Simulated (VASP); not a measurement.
# SrTiO3 (Tausonite) (Pm-3m) in VASP: a series of runs

The runs below take SrTiO3 (Tausonite) through single point, with PBEsol.

Everything below comes from runs of VASP 6.6.1. Logs are shortened: lines on timing, memory, paths and dates and some standing lists are left out, and cuts for length are marked.

## 1. The cell of the first run

Symmetry: Pm-3m, No. 221, cubic system. Conventional cell: a = 3.891 Å, b = 3.891 Å, c = 3.891 Å, α = 90.00°, β = 90.00°, γ = 90.00°. Within 3.6 Å of Sr (site symmetry m-3m) lie 12 O at 2.75 Å and 8 Ti at 3.37 Å. Ti (site symmetry m-3m) has 6 O at 1.95 Å within 2.6 Å. O (site symmetry 4/mmm) has 2 Ti at 1.95 Å within 2.6 Å.

## 2. Single point, PBEsol

INCAR

```
SYSTEM = SrTiO3
ALGO     = Normal         ! electronic algorithm
EDIFF    = 1E-6           ! SCF threshold, eV
ENCUT    = 520            ! plane-wave cutoff, eV
GGA      = PS             ! functional
ISIF     = 2              ! what is computed and relaxed
ISMEAR   = 0              ! smearing method
LASPH    = .True.         ! aspherical terms in the spheres
LCHARG   = .False.        ! write CHGCAR
LREAL    = .False.        ! projectors in reciprocal space
LWAVE    = .False.        ! write WAVECAR
NBANDS   = 28             ! bands
NELM     = 80             ! most SCF steps
PREC     = Accurate       ! precision mode
SIGMA    = 0.02           ! smearing width, eV
```

KPOINTS

```
k-points
0
Gamma
  4 4 4
  0 0 0
```

POSCAR

```
SrTiO3
1.0
    3.8911204492      0.0000000000      0.0000000000
    0.0000000000      3.8911204492      0.0000000000
    0.0000000000      0.0000000000      3.8911204492
Sr Ti O
1 1 3
Direct
    0.5000000000      0.5000000000      0.5000000000
    0.0000000000      0.0000000000      0.0000000000
    0.5000000000      0.0000000000      0.0000000000
    0.0000000000      0.5000000000      0.0000000000
    0.0000000000      0.0000000000      0.5000000000
```

Potentials or basis: VASP PAW PBE potentials, release 64 (Sr_sv, Ti_sv, O).

On the command line:

```bash
cat potpaw_PBE.64/Sr_sv/POTCAR potpaw_PBE.64/Ti_sv/POTCAR potpaw_PBE.64/O/POTCAR > POTCAR
mpirun -np 1 vasp_std > vasp.out
```

OUTCAR:

```text
SYSTEM = SrTiO3
   EDIFF = 1E-6
   ENCUT = 520
   GGA = PS
   ISIF = 2
   ISMEAR = 0
   LASPH = .True.
   LREAL = .False.
   NELM = 80
   PREC = Accurate

 ion  position               nearest neighbor table
   1  0.500  0.500  0.500-   3 2.75   4 2.75   5 2.75   3 2.75   4 2.75   3 2.75   5 2.75   3 2.75
                             4 2.75   5 2.75   4 2.75   5 2.75   2 3.37   2 3.37   2 3.37   2 3.37
   2  0.000  0.000  0.000-   3 1.95   4 1.95   5 1.95   5 1.95   4 1.95   3 1.95   1 3.37   1 3.37
                             1 3.37   1 3.37   1 3.37   1 3.37   1 3.37   1 3.37
   3  0.500  0.000  0.000-   2 1.95   2 1.95   1 2.75   1 2.75   1 2.75   1 2.75
   4  0.000  0.500  0.000-   2 1.95   2 1.95   1 2.75   1 2.75   1 2.75   1 2.75
   5  0.000  0.000  0.500-   2 1.95   2 1.95   1 2.75   1 2.75   1 2.75   1 2.75

  LATTYP: Found a simple cubic cell.
 ALAT       =     3.8911204492

  Lattice vectors:

 A1 = (   3.8911204492,   0.0000000000,   0.0000000000)
 A2 = (   0.0000000000,   3.8911204492,   0.0000000000)
 A3 = (   0.0000000000,   0.0000000000,   3.8911204492)

Analysis of symmetry for initial positions (statically):
=====================================================================
 Subroutine PRICEL returns:
 Original cell was already a primitive cell.

 Routine SETGRP: Setting up the symmetry group for a
 simple cubic supercell.

 Subroutine GETGRP returns: Found 48 space group operations
[... 9 lines left out ...]

 Routine SETGRP: Setting up the symmetry group for a
 simple cubic supercell.

 Subroutine GETGRP returns: Found 48 space group operations
[... 11 lines left out ...]
                                     Primitive cell

  volume of cell :      58.9147

  direct lattice vectors                    reciprocal lattice vectors
     3.891120449  0.000000000  0.000000000     0.256995386  0.000000000  0.000000000
     0.000000000  3.891120449  0.000000000     0.000000000  0.256995386  0.000000000
     0.000000000  0.000000000  3.891120449     0.000000000  0.000000000  0.256995386

  length of vectors
     3.891120449  3.891120449  3.891120449     0.256995386  0.256995386  0.256995386

  position of ions in fractional coordinates (direct lattice)
     0.500000000  0.500000000  0.500000000
     0.000000000  0.000000000  0.000000000
     0.500000000  0.000000000  0.000000000
     0.000000000  0.500000000  0.000000000
     0.000000000  0.000000000  0.500000000

  ion indices of the primitive-cell ions
   primitive index   ion index
                 1           1
                 2           2
                 3           3
                 4           4
                 5           5

----------------------------------------------------------------------------------------

 KPOINTS: k-points

Automatic generation of k-mesh.
 Grid dimensions read from file:
 generate k-points for:    4    4    4

 Generating k-lattice:

  Cartesian coordinates                     Fractional coordinates (reciprocal lattice)
     0.064248846  0.000000000  0.000000000     0.250000000  0.000000000  0.000000000
     0.000000000  0.064248846  0.000000000     0.000000000  0.250000000  0.000000000
     0.000000000  0.000000000  0.064248846     0.000000000  0.000000000  0.250000000

  Length of vectors
     0.064248846  0.064248846  0.064248846

  Shift w.r.t. Gamma in fractional coordinates (k-lattice)
     0.000000000  0.000000000  0.000000000

 Subroutine IBZKPT returns following result:
 ===========================================

 Found     10 irreducible k-points:

 Following reciprocal coordinates:
            Coordinates               Weight
  0.000000  0.000000  0.000000      1.000000
  0.250000  0.000000  0.000000      6.000000
  0.500000  0.000000  0.000000      3.000000
  0.250000  0.250000  0.000000     12.000000
  0.500000  0.250000  0.000000     12.000000
  0.500000  0.500000  0.000000      3.000000
  0.250000  0.250000  0.250000      8.000000
  0.500000  0.250000  0.250000     12.000000
  0.500000  0.500000  0.250000      6.000000
  0.500000  0.500000  0.500000      1.000000
   k-points           NKPTS =     10   k-points in BZ     NKDIM =     10   number of bands    NBANDS=     28
   number of dos      NEDOS =    301   number of ions     NIONS =      5
   total plane-waves  NPLWV =  27000
   dimension x,y,z NGX =    30 NGY =   30 NGZ =   30
   dimension x,y,z NGXF=    60 NGYF=   60 NGZF=   60
   ions per type =               1   1   3
   NGX,Y,Z   is equivalent  to a cutoff of  12.82, 12.82, 12.82 a.u.
   NGXF,Y,Z  is equivalent  to a cutoff of  25.63, 25.63, 25.63 a.u.
 SYSTEM =  SrTiO3
   PREC   = accura    normal or accurate (medium, high low for compatibility)
   ISTART =      0    job   : 0-new  1-cont  2-samecut
   ICHARG =      2    charge: 1-file 2-atom 10-const
   ISPIN  =      1    spin polarized calculation?
   LNONCOLLINEAR =      F non collinear calculations
   LSORBIT =      F    spin-orbit coupling
   LASPH  =      T    aspherical Exc in radial PAW
   ENCUT  =  520.0 eV  38.22 Ry    6.18 a.u.   7.23  7.23  7.23*2*pi/ulx,y,z
   NELM   =     80;   NELMIN=  2; NELMDL= -5     # of ELM steps
   EDIFF  = 0.1E-05   stopping-criterion for ELM
   LREAL  =      F    real-space projection
   EDIFFG = 0.1E-04   stopping-criterion for IOM
   NSW    =      0    number of steps for IOM
   IBRION =     -1    ionic relax: 0-MD 1-quasi-New 2-CG
   NFREE  =      0    steps in history (QN), initial steepest desc. (CG)
   ISIF   =      2    stress and relaxation
   ISYM   =      2    0-nonsym 1-usesym 2-fastsym
   POTIM  = 0.5000    time-step for ionic-motion
   TEBEG  =    0.0;   TEEND  =   0.0 temperature during run
   PSTRESS=    0.0 pullay stress
   NELECT =      40.0000    total number of electrons
   NUPDOWN=      -1.0000    fix difference up-down
   EMIN   =  10.00;   EMAX   =-10.00  energy-range for DOS
   EFERMI =   0.00;   METHOD = LEGACY
   ISMEAR =     0;   SIGMA  =   0.02  broadening in eV -4-tet -1-fermi 0-gaus
   EFERMI_NEDOS =   21; number of points for ismear=-14 and -15
   IALGO  =     38    algorithm
   IMIX   =      4    mixing-type and parameters
     AMIX     =   0.40;   BMIX     =  1.00
     AMIX_MAG =   1.60;   BMIX_MAG =  1.00
  volume/ion in A,a.u.               =      11.78        79.52
  Fermi-wavevector in a.u.,A,eV,Ry     =   1.438865  2.719061 28.168597  2.070333
  Thomas-Fermi vector in A             =   2.557785
   LORBIT       =      0    0 simple, 1 ext, 2 COOP (PROOUT), +10 PAW based schemes
   GGA     = PS    functional components
   LHFCALC =     F    Hartree Fock is set to
   AEXX    =    0.0000 exact exchange contribution
   IVDW    =     0    specifies the selected vdW correction
   LEPSILON=     F    determine dielectric tensor
   LRPA    =     F    only Hartree local field effects (RPA)
 non-spin polarized calculation
 Gauss-broadening in eV      SIGMA  =   0.02
  energy-cutoff  :      520.00
  volume of cell :       58.91
 maximum number of plane-waves:      1622
 NGX is ok and might be reduce to    30
   NGX = 15   NGY = 15   NGZ = 15

 number of electron      40.0000013 magnetization

 Free energy of the ion-electron system (eV)
  ---------------------------------------------------
  ext. energy  EPLUGINS =         0.00000000
  ---------------------------------------------------
  free energy    TOTEN  =       -41.99702064 eV

  energy without entropy =      -41.99702064  energy(sigma->0) =      -41.99702064

 E-fermi :   4.2903     XC(G=0): -11.5969

 val. band max:        4.1190707425   @ k =   0.5000   0.5000   0.5000
 cond. band min:       5.9188172256   @ k =   0.0000   0.0000   0.0000
 fundamental gap:      1.7997464831
 Fermi energy:         4.2903366275

 k-point     1 :       0.0000    0.0000    0.0000
  band No.  band energies     occupation
      1     -52.0653      2.00000
      2     -28.4980      2.00000
      3     -28.4332      2.00000
      4     -28.4332      2.00000
      5     -28.4332      2.00000
      6     -13.2810      2.00000
[... 20 lines left out ...]
     27       9.4039      0.00000
     28      10.2296      0.00000

 k-point     2 :       0.2500    0.0000    0.0000
  band No.  band energies     occupation
      1     -52.0644      2.00000
      2     -28.5653      2.00000
      3     -28.4316      2.00000
      4     -28.4316      2.00000
      5     -28.3911      2.00000
      6     -13.3564      2.00000
[... 20 lines left out ...]
     27      10.3814      0.00000
     28      11.6399      0.00000

 k-point     3 :       0.5000    0.0000    0.0000
  band No.  band energies     occupation
      1     -52.0636      2.00000
      2     -28.6142      2.00000
      3     -28.4300      2.00000
      4     -28.4300      2.00000
      5     -28.3668      2.00000
      6     -13.5185      2.00000
[... 20 lines left out ...]
     27      11.4985      0.00000
     28      12.1157      0.00000

 k-point     4 :       0.2500    0.2500    0.0000
  band No.  band energies     occupation
      1     -52.0636      2.00000
      2     -28.5586      2.00000
      3     -28.4704      2.00000
      4     -28.4300      2.00000
      5     -28.3846      2.00000
      6     -13.2048      2.00000
[... 20 lines left out ...]
     27      11.3246      0.00000
     28      12.0526      0.00000

 k-point     5 :       0.5000    0.2500    0.0000
  band No.  band energies     occupation
      1     -52.0628      2.00000
      2     -28.5746      2.00000
      3     -28.4690      2.00000
      4     -28.4285      2.00000
      5     -28.3952      2.00000
      6     -13.1836      2.00000
[... 20 lines left out ...]
     27      12.5010      0.00000
     28      12.5900      0.00000

 k-point     6 :       0.5000    0.5000    0.0000
  band No.  band energies     occupation
      1     -52.0619      2.00000
      2     -28.5074      2.00000
      3     -28.5074      2.00000
      4     -28.4512      2.00000
      5     -28.4270      2.00000
      6     -12.6160      2.00000
[... 20 lines left out ...]
     27      12.6509      0.00000
     28      13.7259      0.00000

 k-point     7 :       0.2500    0.2500    0.2500
  band No.  band energies     occupation
      1     -52.0628      2.00000
      2     -28.5411      2.00000
      3     -28.4686      2.00000
      4     -28.4686      2.00000
      5     -28.3901      2.00000
      6     -12.9834      2.00000
[... 20 lines left out ...]
     27      11.6124      0.00000
     28      11.7973      0.00000

 k-point     8 :       0.5000    0.2500    0.2500
  band No.  band energies     occupation
      1     -52.0619      2.00000
      2     -28.5465      2.00000
      3     -28.4675      2.00000
      4     -28.4668      2.00000
      5     -28.4118      2.00000
      6     -12.8515      2.00000
[... 20 lines left out ...]
     27      12.4327      0.00000
     28      12.4456      0.00000

 k-point     9 :       0.5000    0.5000    0.2500
  band No.  band energies     occupation
      1     -52.0611      2.00000
      2     -28.5054      2.00000
      3     -28.5054      2.00000
      4     -28.4654      2.00000
      5     -28.4412      2.00000
      6     -12.2661      2.00000
[... 20 lines left out ...]
     27      12.1648      0.00000
     28      12.6787      0.00000

 k-point    10 :       0.5000    0.5000    0.5000
  band No.  band energies     occupation
      1     -52.0603      2.00000
      2     -28.5034      2.00000
      3     -28.5034      2.00000
      4     -28.5034      2.00000
      5     -28.4312      2.00000
      6     -11.8816      2.00000
[... 20 lines left out ...]
     27      12.6517      0.00000
     28      12.6517      0.00000

------------------------ aborting loop because EDIFF is reached ----------------------------------------

  FORCE on cell =-STRESS in cart. coord.  units (eV):
  Direction    XX          YY          ZZ          XY          YZ          ZX
  --------------------------------------------------------------------------------------
  -------------------------------------------------------------------------------------
  Total        0.2708353      0.2708353      0.2708353     -0.0000000      0.0000000     -0.0000000
  in kB        7.3653232      7.3653232      7.3653232     -0.0000000      0.0000000     -0.0000000
  external PRESSURE =       7.3653232 kB  Pullay stress =       0.0000000 kB

 VOLUME and BASIS-vectors are now :
 -----------------------------------------------------------------------------
  energy-cutoff  :      520.00
  volume of cell :       58.91
      direct lattice vectors                 reciprocal lattice vectors
     3.891120449  0.000000000  0.000000000     0.256995386  0.000000000  0.000000000
     0.000000000  3.891120449  0.000000000     0.000000000  0.256995386  0.000000000
     0.000000000  0.000000000  3.891120449     0.000000000  0.000000000  0.256995386

 POSITION                                       TOTAL-FORCE (eV/Angst)
 -----------------------------------------------------------------------------------
      1.94556      1.94556      1.94556         0.000000      0.000000      0.000000
      0.00000      0.00000      0.00000         0.000000      0.000000      0.000000
      1.94556      0.00000      0.00000         0.000000      0.000000      0.000000
      0.00000      1.94556      0.00000         0.000000      0.000000      0.000000
      0.00000      0.00000      1.94556         0.000000      0.000000      0.000000
 -----------------------------------------------------------------------------------
    total drift:                                0.000000     -0.000000      0.000000

  FREE ENERGIE OF THE ION-ELECTRON SYSTEM (eV)
  ---------------------------------------------------
  free  energy   TOTEN  =       -41.9970206354 eV

  energy  without entropy=      -41.9970206354  energy(sigma->0) =      -41.99702064
```

Run time: 17 s. Hardware: 1 thread of Intel Xeon Platinum 8488C (Sapphire Rapids), shared host; peak memory 0.18 GiB.

What came out:

```
Free energy            : -41.9970 eV
Pressure               : 0.7 GPa
Band gap on the k mesh : 1.80 eV, indirect (least direct gap 2.15 eV)
```

Caveat: the PAW data sets were made with another functional, which shifts forces and pressure a little. A k mesh can miss the band edges.

[end of part 1 of 2]
